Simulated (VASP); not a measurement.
# C (Imma) in VASP: notebook

The runs below take C through single point, with r2SCAN.

Program: VASP 6.6.1. These are calculated values, not measurements. Logs are shortened: lines on timing, memory, paths and dates and some standing lists are left out, and cuts for length are marked.

### Step 1. The cell of the first run

The structure is orthorhombic, space group Imma (No. 74). The conventional cell has a = 2.443 Å, b = 2.601 Å, c = 3.567 Å, α = 90.00°, β = 90.00°, γ = 90.00°. C (site symmetry mm2) has 4 C at 1.51 to 1.58 Å within 2.0 Å.

### Step 2. Single point, r2SCAN (strain +0.0625 x Voigt [0, 0, 0, 1, 0, 0])

Input file POSCAR:

```
C
1.0
    0.0000000000      1.8391312500      1.8391312500
    1.7834000000      0.0557312500      1.7834000000
    1.7834000000      1.7834000000      0.0557312500
C
2
Direct
    0.5000000000      0.5000000000      0.5000000000
    0.7500000000      0.7500000000      0.7500000000
```

Input file INCAR.step1:

```
ALGO     = Normal         # electronic algorithm
EDIFF    = 1E-4           # SCF threshold, eV
ENCUT    = 520            # plane-wave cutoff, eV
GGA      = PE             # functional
ISMEAR   = 0              # smearing method
LASPH    = T              # aspherical terms in the spheres
LCHARG   = F              # write CHGCAR
LREAL    = F              # projectors in reciprocal space
LWAVE    = T              # write WAVECAR
NBANDS   = 11             # bands
NELM     = 80             # most SCF steps
PREC     = Accurate       # precision mode
SIGMA    = 0.05           # smearing width, eV
```

Input file INCAR.step2:

```
ALGO     = Normal         # electronic algorithm
EDIFF    = 1E-6           # SCF threshold, eV
ENCUT    = 520            # plane-wave cutoff, eV
ISIF     = 2              # what is computed and relaxed
ISMEAR   = 0              # smearing method
ISTART   = 1            
LASPH    = T              # aspherical terms in the spheres
LCHARG   = F              # write CHGCAR
LMIXTAU  = T            
LREAL    = F              # projectors in reciprocal space
LWAVE    = F              # write WAVECAR
METAGGA  = R2SCAN         # meta-GGA
NBANDS   = 11             # bands
NELM     = 80             # most SCF steps
PREC     = Accurate       # precision mode
SIGMA    = 0.05           # smearing width, eV
```

Input file KPOINTS:

```
k-points
0
Gamma
  12 12 12
```

Potentials or basis: VASP PAW PBE potentials, release 64 (C).

On the command line:

```bash
$ cat potpaw_PBE.64/C/POTCAR > POTCAR
$ cp INCAR.step1 INCAR
$ mpirun -np 1 vasp_std > vasp.out
$ cp INCAR.step2 INCAR
$ mpirun -np 1 vasp_std > vasp.out
```

OUTCAR:

```text
EDIFF = 1E-6
   ENCUT = 520
   ISIF = 2
   ISMEAR = 0
   ISTART = 1
   LASPH = T
   LREAL = F
   METAGGA = R2SCAN
   NELM = 80
   PREC = Accurate

 ion  position               nearest neighbor table
   1  0.500  0.500  0.500-   2 1.51   2 1.51   2 1.58   2 1.58
   2  0.750  0.750  0.750-   1 1.51   1 1.51   1 1.58   1 1.58

  LATTYP: Found a body centered orthorhombic cell.
 ALAT       =     2.4432925775
 B/A-ratio  =     1.0645161290
 C/A-ratio  =     1.4598333547

  Lattice vectors:

 A1 = (  -1.7834000000,   1.7834000000,   0.0557312500)
 A2 = (  -1.7834000000,  -1.7834000000,  -0.0557312500)
 A3 = (   1.7834000000,   0.0557312500,   1.7834000000)

Analysis of symmetry for initial positions (statically):
=====================================================================
 Subroutine PRICEL returns:
 Original cell was already a primitive cell.

 Routine SETGRP: Setting up the symmetry group for a
 body centered orthorhombic supercell.

 Subroutine GETGRP returns: Found  8 space group operations
 (whereof  4 operations were pure point group operations)
 out of a pool of  8 trial point group operations.

The static configuration has the point symmetry C_2v.
 The point group associated with its full space group is D_2h.

Analysis of symmetry for dynamics (positions and initial velocities):
=====================================================================
 Subroutine PRICEL returns:
 Original cell was already a primitive cell.

 Routine SETGRP: Setting up the symmetry group for a
 body centered orthorhombic supercell.

 Subroutine GETGRP returns: Found  8 space group operations
 (whereof  4 operations were pure point group operations)
 out of a pool of  8 trial point group operations.

The dynamic configuration has the point symmetry C_2v.
 The point group associated with its full space group is D_2h.

 Subroutine INISYM returns: Found  8 space group operations
 (whereof  4 operations are pure point group operations),
 and found     1 'primitive' translations

----------------------------------------------------------------------------------------

                                     Primitive cell

  volume of cell :      11.3332

  direct lattice vectors                    reciprocal lattice vectors
     0.000000000  1.839131250  1.839131250    -0.280363351  0.271867492  0.271867492
     1.783400000  0.055731250  1.783400000     0.280363351 -0.289407330  0.289407330
[... 93 lines left out ...]
   POTIM  = 0.5000    time-step for ionic-motion
   TEBEG  =    0.0;   TEEND  =   0.0 temperature during run
   PSTRESS=    0.0 pullay stress
   NELECT =       8.0000    total number of electrons
   NUPDOWN=      -1.0000    fix difference up-down
   EMIN   =  10.00;   EMAX   =-10.00  energy-range for DOS
   EFERMI =   0.00;   METHOD = LEGACY
   ISMEAR =     0;   SIGMA  =   0.05  broadening in eV -4-tet -1-fermi 0-gaus
   EFERMI_NEDOS =   21; number of points for ismear=-14 and -15
   IALGO  =     38    algorithm
   IMIX   =      4    mixing-type and parameters
     AMIX     =   0.40;   BMIX     =  1.00
     AMIX_MAG =   1.60;   BMIX_MAG =  1.00
  volume/ion in A,a.u.               =       5.67        38.24
  Fermi-wavevector in a.u.,A,eV,Ry     =   1.457653  2.754565 28.909013  2.124752
  Thomas-Fermi vector in A             =   2.574429
   LORBIT       =      0    0 simple, 1 ext, 2 COOP (PROOUT), +10 PAW based schemes
   METAGGA = R2SCAN    functional components
   LHFCALC =     F    Hartree Fock is set to
   AEXX    =    0.0000 exact exchange contribution
   IVDW    =     0    specifies the selected vdW correction
   LEPSILON=     F    determine dielectric tensor
   LRPA    =     F    only Hartree local field effects (RPA)
 non-spin polarized calculation
 Gauss-broadening in eV      SIGMA  =   0.05
  energy-cutoff  :      520.00
  volume of cell :       11.33
 maximum number of plane-waves:       314
   NGX =  9   NGY =  9   NGZ =  9

 number of electron       8.0000000 magnetization

 Free energy of the ion-electron system (eV)
  ---------------------------------------------------
  ext. energy  EPLUGINS =         0.00000000
  ---------------------------------------------------
  free energy    TOTEN  =       -19.57627890 eV

  energy without entropy =      -19.57627890  energy(sigma->0) =      -19.57627890

 E-fermi :  10.1307     XC(G=0): -14.2615

 val. band max:        9.7497418588   @ k =   0.0000   0.0000   0.0000
 cond. band min:      13.5094313979   @ k =   0.0000   0.5000   0.5000
 fundamental gap:      3.7596895391
 Fermi energy:        10.1307355044

 k-point     1 :       0.0000    0.0000    0.0000
  band No.  band energies     occupation
      1     -12.9957      2.00000
      2       9.6502      2.00000
      3       9.7425      2.00000
      4       9.7497      2.00000
      5      14.6078      0.00000
      6      15.3315      0.00000
      7      16.5601      0.00000
      8      23.8614      0.00000
      9      30.2035      0.00000
     10      37.1288      0.00000
     11      37.2426      0.00000
[... 309 lines left out ...]
 k-point    24 :       0.3333    0.1667   -0.0000
  band No.  band energies     occupation
      1     -10.2038      2.00000
      2       1.9284      2.00000
      3       5.7726      2.00000
      4       6.0578      2.00000
      5      16.2023      0.00000
      6      20.9724      0.00000
      7      21.6396      0.00000
      8      22.6782      0.00000
      9      31.3929      0.00000
     10      32.6281      0.00000
     11      37.9984      0.00000

 [... further k-points ...]

------------------------ aborting loop because EDIFF is reached ----------------------------------------

  FORCE on cell =-STRESS in cart. coord.  units (eV):
  Direction    XX          YY          ZZ          XY          YZ          ZX
  --------------------------------------------------------------------------------------
  -------------------------------------------------------------------------------------
  Total       -0.0629986      0.1148344      0.1148344      0.0000000     -2.5944580      0.0000000
  in kB       -8.9061384     16.2341941     16.2341941      0.0000000   -366.7796821      0.0000000
  external PRESSURE =       7.8540833 kB  Pullay stress =       0.0000000 kB

 VOLUME and BASIS-vectors are now :
 -----------------------------------------------------------------------------
  energy-cutoff  :      520.00
  volume of cell :       11.33
      direct lattice vectors                 reciprocal lattice vectors
     0.000000000  1.839131250  1.839131250    -0.280363351  0.271867492  0.271867492
     1.783400000  0.055731250  1.783400000     0.280363351 -0.289407330  0.289407330
     1.783400000  1.783400000  0.055731250     0.280363351  0.289407330 -0.289407330

 POSITION                                       TOTAL-FORCE (eV/Angst)
 -----------------------------------------------------------------------------------
      1.78340      1.83913      1.83913         0.146138      0.000000      0.000000
      2.67510      2.75870      2.75870        -0.146138     -0.000000     -0.000000
 -----------------------------------------------------------------------------------
    total drift:                                0.000000     -0.000000      0.000000

  FREE ENERGIE OF THE ION-ELECTRON SYSTEM (eV)
  ---------------------------------------------------
  free  energy   TOTEN  =       -19.5762789042 eV

  energy  without entropy=      -19.5762789042  energy(sigma->0) =      -19.57627890
```

OUTCAR.step1:

```text
EDIFF = 1E-4
   ENCUT = 520
   GGA = PE
   ISMEAR = 0
   LASPH = T
[... 560 lines left out ...]
 -----------------------------------------------------------------------------------
      1.78340      1.83913      1.83913         0.203354      0.000000      0.000000
      2.67510      2.75870      2.75870        -0.203354     -0.000000     -0.000000
 -----------------------------------------------------------------------------------
    total drift:                                0.000000     -0.000000      0.000000

  FREE ENERGIE OF THE ION-ELECTRON SYSTEM (eV)
  ---------------------------------------------------
  free  energy   TOTEN  =       -18.1060353988 eV

  energy  without entropy=      -18.1060353988  energy(sigma->0) =      -18.10603540
```

OSZICAR.step1:

```text
N       E                     dE             d eps       ncg     rms          rms(c)
DAV:   1     0.124958954899E+01    0.12496E+01   -0.47773E+03  6529   0.698E+02
DAV:   2    -0.184055174236E+02   -0.19655E+02   -0.19040E+02  8031   0.129E+02
DAV:   3    -0.187588275879E+02   -0.35331E+00   -0.35260E+00  7213   0.132E+01
DAV:   4    -0.187593728590E+02   -0.54527E-03   -0.54526E-03  6630   0.650E-01
DAV:   5    -0.187593735051E+02   -0.64614E-06   -0.64613E-06  7000   0.209E-02    0.560E+00
DAV:   6    -0.182686292398E+02    0.49074E+00   -0.26024E-01  6349   0.362E+00    0.334E+00
DAV:   7    -0.181041684793E+02    0.16446E+00   -0.31852E-01  6700   0.405E+00    0.771E-01
DAV:   8    -0.181060011218E+02   -0.18326E-02   -0.91384E-03  6511   0.722E-01    0.433E-02
DAV:   9    -0.181060353988E+02   -0.34277E-04   -0.57643E-05  6091   0.629E-02
   1 F= -.18106035E+02 E0= -.18106035E+02  d E =-.129754E-17
```

Wall time 2.7 min (1 thread of Intel Xeon 8259CL, shared host); peak memory 0.14 GiB.

What came out:

| Property | Result |
| --- | --- |
| Free energy | -19.5763 eV |
| Pressure | 0.8 GPa |
| Largest force | 0.146 eV/Å |
| Band gap on the k mesh | 3.76 eV (least direct gap 4.86 eV) |

Forces in eV/Å, atoms in the order of the input:
```
C    0.146  0.000  0.000
C   -0.146  0.000  0.000
```

Stress tensor (GPa, compression positive):
```
 -0.89   0.00   0.00
  0.00   1.62 -36.68
  0.00 -36.68   1.62
```

Caveat: the cell differs from its parent crystal (strain +0.0625 x Voigt [0, 0, 0, 1, 0, 0]); the PAW data sets were made with another functional, which shifts forces and pressure a little. A k mesh can miss the band edges.

### Step 3. Single point, r2SCAN (strain -0.0500 x Voigt [0, 0, 0, 1, 0, 0])

Input file POSCAR:

```
C
1.0
    0.0000000000      1.7388150000      1.7388150000
    1.7834000000     -0.0445850000      1.7834000000
    1.7834000000      1.7834000000     -0.0445850000
C
2
Direct
    0.5000000000      0.5000000000      0.5000000000
    0.7500000000      0.7500000000      0.7500000000
```

Input file INCAR.step1:

```
SYSTEM = C
ALGO = Normal ; EDIFF = 1E-4
ENCUT = 520 ; GGA = PE
ISMEAR = 0 ; LASPH = .TRUE.
LCHARG = .FALSE. ; LREAL = .FALSE.
LWAVE = .TRUE. ; NBANDS = 11
NELM = 100 ; PREC = Accurate
SIGMA = 0.05
```

Input file INCAR.step2:

```
SYSTEM = C
ALGO = Normal ; EDIFF = 1E-6
ENCUT = 520 ; ISIF = 2
ISMEAR = 0 ; ISTART = 1
LASPH = .TRUE. ; LCHARG = .FALSE.
LMIXTAU = .TRUE. ; LREAL = .FALSE.
LWAVE = .FALSE. ; METAGGA = R2SCAN
NBANDS = 11 ; NELM = 100
PREC = Accurate ; SIGMA = 0.05
```

Input file KPOINTS:

```
k-points
0
G
  12 12 12
  0 0 0
```

Potentials or basis: VASP PAW PBE potentials, release 64 (C).

On the command line:

```bash
$ cat potpaw_PBE.64/C/POTCAR > POTCAR
$ cp INCAR.step1 INCAR
$ mpirun -np 1 vasp_std > vasp.out
$ cp INCAR.step2 INCAR
$ mpirun -np 1 vasp_std > vasp.out
```

OUTCAR:

```text
SYSTEM = C
   EDIFF = 1E-6
   ENCUT = 520
   ISIF = 2
   ISMEAR = 0
   ISTART = 1
   LASPH = .TRUE.
   LREAL = .FALSE.
   METAGGA = R2SCAN
   NELM = 100
   PREC = Accurate

 ion  position               nearest neighbor table
   1  0.500  0.500  0.500-   2 1.52   2 1.52   2 1.57   2 1.57
   2  0.750  0.750  0.750-   1 1.52   1 1.52   1 1.57   1 1.57

  LATTYP: Found a body centered orthorhombic cell.
 ALAT       =     2.4590557555
 B/A-ratio  =     1.0512820513
 C/A-ratio  =     1.4504754486

  Lattice vectors:

 A1 = (  -1.7834000000,   0.0445850000,  -1.7834000000)
 A2 = (  -1.7834000000,  -0.0445850000,   1.7834000000)
 A3 = (   1.7834000000,   1.7834000000,  -0.0445850000)

Analysis of symmetry for initial positions (statically):
=====================================================================
 Subroutine PRICEL returns:
 Original cell was already a primitive cell.

 Routine SETGRP: Setting up the symmetry group for a
 body centered orthorhombic supercell.

 Subroutine GETGRP returns: Found  8 space group operations
 (whereof  4 operations were pure point group operations)
[... 176 lines left out ...]
      2       9.6724      2.00000
      3       9.7319      2.00000
      4       9.7358      2.00000
      5      14.7905      0.00000
      6      15.4074      0.00000
      7      16.3512      0.00000
      8      23.7435      0.00000
      9      30.1683      0.00000
     10      37.1183      0.00000
     11      37.1910      0.00000
[... 309 lines left out ...]
 k-point    24 :       0.3333    0.1667    0.0000
  band No.  band energies     occupation
      1      -9.9964      2.00000
      2       2.1016      2.00000
      3       5.5296      2.00000
      4       6.1289      2.00000
      5      15.8543      0.00000
      6      20.2733      0.00000
      7      21.2092      0.00000
      8      22.0914      0.00000
      9      31.9219      0.00000
     10      32.7545      0.00000
     11      37.7330      0.00000

 [... further k-points ...]

------------------------ aborting loop because EDIFF is reached ----------------------------------------

  FORCE on cell =-STRESS in cart. coord.  units (eV):
  Direction    XX          YY          ZZ          XY          YZ          ZX
  --------------------------------------------------------------------------------------
  -------------------------------------------------------------------------------------
  Total       -0.0744678      0.0393633      0.0393633      0.0000000      2.0734590      0.0000000
  in kB      -10.5238452      5.5628484      5.5628484      0.0000000    293.0227030      0.0000000
  external PRESSURE =       0.2006172 kB  Pullay stress =       0.0000000 kB

 VOLUME and BASIS-vectors are now :
 -----------------------------------------------------------------------------
  energy-cutoff  :      520.00
  volume of cell :       11.34
      direct lattice vectors                 reciprocal lattice vectors
     0.000000000  1.738815000  1.738815000    -0.280363351  0.287552155  0.287552155
     1.783400000 -0.044585000  1.783400000     0.280363351 -0.273525220  0.273525220
     1.783400000  1.783400000 -0.044585000     0.280363351  0.273525220 -0.273525220

 POSITION                                       TOTAL-FORCE (eV/Angst)
 -----------------------------------------------------------------------------------
      1.78340      1.73881      1.73881        -0.115798     -0.000000     -0.000000
      2.67510      2.60822      2.60822         0.115798      0.000000      0.000000
 -----------------------------------------------------------------------------------
    total drift:                                0.000000     -0.000000      0.000000

  FREE ENERGIE OF THE ION-ELECTRON SYSTEM (eV)
  ---------------------------------------------------
  free  energy   TOTEN  =       -19.6055080864 eV

  energy  without entropy=      -19.6055080864  energy(sigma->0) =      -19.60550809
```

OUTCAR.step1:

```text
SYSTEM = C
   EDIFF = 1E-4
   ENCUT = 520
   GGA = PE
   ISMEAR = 0
   LASPH = .TRUE.
[... 560 lines left out ...]
 -----------------------------------------------------------------------------------
      1.78340      1.73881      1.73881        -0.161558      0.000000     -0.000000
      2.67510      2.60822      2.60822         0.161558      0.000000      0.000000
 -----------------------------------------------------------------------------------
    total drift:                                0.000000     -0.000000      0.000000

  FREE ENERGIE OF THE ION-ELECTRON SYSTEM (eV)
  ---------------------------------------------------
  free  energy   TOTEN  =       -18.1346087735 eV

  energy  without entropy=      -18.1346087735  energy(sigma->0) =      -18.13460877
```

It took 2.7 min on 1 thread of Intel Xeon 8259CL, shared host; peak memory 0.14 GiB.

Results:

```yaml
Free_energy: -19.6055 eV
Pressure: 0.0 GPa
Largest_force: 0.116 eV/Å
Band_gap_on_the_k_mesh: 4.00 eV (least direct gap 5.05 eV)
```

Forces in eV/Å, atoms in the order of the input:
```
C   -0.116  0.000  0.000
C    0.116  0.000  0.000
```

Levels at points of the mesh, in eV from the valence-band top:
| k point | band 1 | band 2 | band 3 | band 4 | band 5 | band 6 | band 7 | band 8 | band 9 |
| --- | --- | --- | --- | --- | --- | --- | --- | --- | --- |
| (0.00, 0.00, 0.00) | -22.73 | -0.06 | 0.00 | 0.00 | 5.05 | 5.67 | 6.62 | 14.01 | 20.43 |
| (0.50, 0.00, 0.00) | -16.40 | -14.10 | -3.31 | -3.14 | 8.23 | 8.33 | 9.42 | 16.61 | 23.03 |
| (0.00, 0.50, 0.00) | -17.14 | -14.03 | -2.80 | -2.71 | 8.34 | 9.45 | 9.98 | 16.73 | 22.94 |
| (0.50, 0.50, 0.00) | -13.61 | -13.61 | -6.66 | -6.66 | 4.99 | 4.99 | 17.72 | 17.72 | 24.76 |
| (0.00, 0.50, 0.50) | -13.93 | -13.32 | -7.18 | -6.14 | 4.00 | 6.05 | 17.81 | 17.95 | 24.08 |

Caveat: the cell differs from its parent crystal (strain -0.0500 x Voigt [0, 0, 0, 1, 0, 0]); the PAW data sets were made with another functional, which shifts forces and pressure a little. A k mesh can miss the band edges.

### Step 4. Single point, r2SCAN (strain +0.0250 x Voigt [0, 0, 0, 1, 0, 0])

Input file POSCAR:

```
C
1.0
    0.0000000000      1.8056925000      1.8056925000
    1.7834000000      0.0222925000      1.7834000000
    1.7834000000      1.7834000000      0.0222925000
C
2
Direct
    0.5000000000      0.5000000000      0.5000000000
    0.7500000000      0.7500000000      0.7500000000
```

Input file INCAR.step1:

```
PREC = Accurate
ENCUT = 520
ISMEAR = 0
SIGMA = 0.05
LREAL = False
LASPH = True
NELM = 80
NBANDS = 11
GGA = PE
ALGO = Normal
EDIFF = 1E-4
LWAVE = True
LCHARG = False
```

Input file INCAR.step2:

```
PREC = Accurate
ENCUT = 520
EDIFF = 1E-6
ISMEAR = 0
SIGMA = 0.05
LREAL = False
LASPH = True
NELM = 80
ALGO = Normal
ISIF = 2
LWAVE = False
LCHARG = False
METAGGA = R2SCAN
LMIXTAU = True
NBANDS = 11
ISTART = 1
```

Input file KPOINTS:

```
regular mesh
0
Gamma
  12 12 12
```

On the command line:

```bash
$ cat potpaw_PBE.64/C/POTCAR > POTCAR
$ cp INCAR.step1 INCAR
$ mpirun -np 1 vasp_std > vasp.out
$ cp INCAR.step2 INCAR
$ mpirun -np 1 vasp_std > vasp.out
```

Wall time 2.5 min (1 thread of Intel Xeon 8259CL, shared host); peak memory 0.14 GiB.

It converged, with:

```yaml
Free_energy: -19.6444 eV
Pressure: -1.0 GPa
Largest_force: 0.057 eV/Å
Band_gap_on_the_k_mesh: 4.30 eV (least direct gap 5.45 eV)
```

Forces on the atoms (eV/Å):
```
C    0.057  0.000  0.000
C   -0.057  0.000  0.000
```

Stress tensor (GPa, compression positive):
```
 -1.28   0.00   0.00
  0.00  -0.88 -14.62
  0.00 -14.62  -0.88
```

Levels at points of the mesh, in eV from the valence-band top:
| k point | band 2 | band 3 | band 4 | band 5 | band 6 | band 7 |
| --- | --- | --- | --- | --- | --- | --- |
| (0.00, 0.00, 0.00) | -0.02 | 0.00 | 0.00 | 5.45 | 5.79 | 6.23 |
| (0.50, 0.00, 0.00) | -14.03 | -2.89 | -2.83 | 8.64 | 9.16 | 9.53 |
| (0.00, 0.50, 0.00) | -14.07 | -3.13 | -3.06 | 8.60 | 8.64 | 9.20 |
| (0.50, 0.50, 0.00) | -13.59 | -6.66 | -6.66 | 5.00 | 5.00 | 17.83 |
| (0.00, 0.50, 0.50) | -13.44 | -6.92 | -6.40 | 4.49 | 5.52 | 17.84 |

Caveat: the cell differs from its parent crystal (strain +0.0250 x Voigt [0, 0, 0, 1, 0, 0]); the PAW data sets were made with another functional, which shifts forces and pressure a little. A k mesh can miss the band edges.

(Part 1 of 2 ends here.)
